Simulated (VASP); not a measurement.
# PbO2: single point with PBEsol-based screened hybrid with 25 % exact exchange

PbO2:

```
Pb O
1.0
     0.00000    2.70199    2.70199
     2.70199    0.00000    2.70199
     2.70199    2.70199    0.00000
Pb O
1 2
Direct
  0.00000 0.00000 0.00000
  0.75000 0.75000 0.75000
  0.25000 0.25000 0.25000
```

| Property | Result |
| --- | --- |
| Program | VASP 6.6.1 |
| Task | single point |
| Functional | PBEsol-based screened hybrid with 25 % exact exchange |
| Potentials or basis | VASP PAW PBE potentials, release 64 (Pb_d, O) |
| Cutoff | 520 eV |
| k mesh | 5 × 5 × 5 |
| Occupations | fermi-dirac, width 0.05 eV |
| Spin | no spin polarisation |
| Dipole correction | no |
| Grid for exact exchange (PRECFOCK) | Normal |
| Share of exact exchange | 0.25 |
| Further INCAR settings | ALGO = Normal; EDIFF = 1e-07; NBANDS = 20 |
| Screening parameter | 0.207 1/Å |

```json
{"Pressure": "-14.9 GPa", "Band gap on the k mesh": "zero (bands 13 and 14 overlap by 1.10 eV)"}
```

Levels at points of the mesh, in eV from the Fermi level:
```
           k point  band 9  band 10  band 11  band 12  band 13  band 14  band 15  band 16  band 17  band 18
(0.00, 0.00, 0.00)   -2.19    -2.19    -1.93    -1.27    -1.27    -1.27     8.33     8.33     8.33    13.05
```

Run time: 13 min on 2 MPI ranks on Intel(R) Xeon(R) Platinum 8375C CPU @ 2.90GHz (Ice Lake) (shared host), peak memory 0.27 GiB a rank.

Caveat: the k points lie up to 0.40 Å⁻¹ apart, too coarse for converged energies and pressures of a metal; the PAW data sets were made with another functional, which shifts forces and pressure a little; spin-orbit coupling is left out, which moves the levels of the heavy elements.
